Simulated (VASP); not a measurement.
BaAl2Si2, 5 atoms in the cell. The structure is tetragonal, space group I4/mmm (No. 139). The conventional cell has a = 4.244 Å, b = 4.244 Å, c = 11.832 Å, α = 90.00°, β = 90.00°, γ = 90.00°. Within 4.4 Å of Ba (site symmetry 4/mmm) lie 10 Si at 3.37 to 4.38 Å and 8 Al at 3.64 Å and 4 Ba at 4.24 Å. Al (site symmetry -4m2) has 4 Si at 2.55 Å and 4 Al at 3.00 Å within 3.4 Å. Within 3.4 Å of Si (site symmetry 4mm) lie 4 Al at 2.55 Å and 1 Si at 3.08 Å and 4 Ba at 3.37 Å. 

- Program: VASP 6.6.1
- Task: single point
- Functional: PBEsol
- Potentials or basis: VASP PAW PBE potentials, release 64 (Ba_sv, Al, Si)
- Cutoff: 520 eV
- k mesh: 12 × 12 × 12
- Occupations: gaussian, width 0.1 eV
- Spin: no spin polarisation
- Dipole correction: no
- Further INCAR settings: ALGO = Fast; EDIFF = 1e-07; NBANDS = 20

Potentials or basis: VASP PAW PBE potentials, release 64 (Ba_sv, Al, Si).

The run is started by

```bash
$ cat potpaw_PBE.64/Ba_sv/POTCAR potpaw_PBE.64/Al/POTCAR potpaw_PBE.64/Si/POTCAR > POTCAR
$ mpirun -np 1 vasp_std > vasp.out
```

Hardware: 1 thread of Intel(R) Xeon(R) Platinum 8488C (Sapphire Rapids) (shared host).

Question: How long does it take, and how much memory?

Answer: It took 10 min on 1 thread of Intel(R) Xeon(R) Platinum 8488C (Sapphire Rapids) (shared host), peak memory 0.61 GiB. Counts: scf iterations 16, k points 163.
